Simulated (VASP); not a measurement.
A run of VASP 6.6.1:

Contents of INCAR:

```
PREC = Accurate
ENCUT = 520
EDIFF = 1E-6
ISMEAR = 0
SIGMA = 0.15
LREAL = F
LASPH = T
NELM = 100
ALGO = Normal
ISIF = 2
LWAVE = F
LCHARG = T
GGA = PS
LELF = T
LVHAR = T
NBANDS = 12
```

KPOINTS

```
Automatic mesh
0
Gamma
  20 20 20
```

The input POSCAR:

```
Ag
1.0
    0.0000000000      1.8796520000      1.8796520000
    1.8796520000      0.0000000000      1.8796520000
    1.8796520000      1.8796520000      0.0000000000
Ag
1
Direct
    0.0000000000      0.0000000000      0.0000000000
```

Potentials or basis: VASP PAW PBE potentials, release 64 (Ag).

Command:

```console
$ cat potpaw_PBE.64/Ag/POTCAR > POTCAR
$ mpirun -np 1 vasp_std > vasp.out
```

Hardware: 1 thread of AMD EPYC 9R45 (Zen 5), with other jobs on the host.

How long does it take, and how much memory?

Run time: 14 s on 1 thread of AMD EPYC 9R45 (Zen 5), with other jobs on the host, peak memory 0.12 GiB. Counts: scf iterations 11, k points 256.
